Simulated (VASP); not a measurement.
Wanted: the native input for a VASP 6.6.1 run.

* Task: single point
* Functional: r2SCAN
* Potentials or basis: VASP PAW PBE potentials, release 64 (Al, Y_sv, N)
* Cutoff: 520 eV
* k mesh: 6 × 8 × 4
* Occupations: gaussian, width 0.01 eV
* Spin: no spin polarisation
* Dipole correction: no
* Further INCAR settings: ALGO = Normal; EDIFF = 1e-06; NBANDS = 38

The system is Y3AlN4.

```
CELL_PARAMETERS angstrom
5.09149 0.00000 0.00211
0.00000 3.72450 0.00000
0.00204 0.00000 6.61035
ATOMIC_POSITIONS crystal
Al 0.00718 0.00000 0.65766
Y 0.03845 0.50000 0.16564
Y 0.54042 0.50000 0.82451
Y 0.53780 0.00000 0.35011
N 0.64211 0.00000 0.66965
N 0.57825 0.50000 0.16556
N 0.08013 0.50000 0.80131
N 0.07566 0.00000 0.36557
```

These files were run (other wordings do the same):

POSCAR

```
Y3AlN4
1.0
    5.0914941655      0.0000000000      0.0021149222
    0.0000000000      3.7245020683      0.0000000000
    0.0020358941      0.0000000000      6.6103545762
Al Y N
1 3 4
Direct
    0.0071816513      0.0000000000      0.6576590009
    0.0384515466      0.5000000000      0.1656376139
    0.5404165368      0.5000000000      0.8245076104
    0.5378036338      0.0000000000      0.3501057742
    0.6421068087      0.0000000000      0.6696512877
    0.5782474660      0.5000000000      0.1655559196
    0.0801294096      0.5000000000      0.8013136061
    0.0756629471      0.0000000000      0.3655691872
```

INCAR.step1

```
PREC = Accurate
ENCUT = 520
ISMEAR = 0
SIGMA = 0.01
LREAL = F
LASPH = T
NELM = 80
NBANDS = 38
GGA = PE
ALGO = Normal
EDIFF = 1E-4
LWAVE = T
LCHARG = F
```

INCAR.step2

```
PREC = Accurate
ENCUT = 520
EDIFF = 1E-6
ISMEAR = 0
SIGMA = 0.01
LREAL = F
LASPH = T
NELM = 80
ALGO = Normal
ISIF = 2
LWAVE = F
LCHARG = F
METAGGA = R2SCAN
LMIXTAU = T
NBANDS = 38
ISTART = 1
```

KPOINTS

```
regular mesh
0
Gamma
  6 8 4
```

Potentials or basis: VASP PAW PBE potentials, release 64 (Al, Y_sv, N).

Command:

```bash
$ cat potpaw_PBE.64/Al/POTCAR potpaw_PBE.64/Y_sv/POTCAR potpaw_PBE.64/N/POTCAR > POTCAR
$ cp INCAR.step1 INCAR
$ mpirun -np 1 vasp_std > vasp.out
$ cp INCAR.step2 INCAR
$ mpirun -np 1 vasp_std > vasp.out
```

It gave:

- Pressure: 0.0 GPa
- Largest force: 0.024 eV/Å
- Band gap on the k mesh: 2.22 eV

Caveat: the PAW data sets were made with another functional, which shifts forces and pressure a little.

It took 15 min on 1 thread of AMD EPYC 9R45 96-Core Processor (Zen 5), on a shared host, peak memory 0.42 GiB.
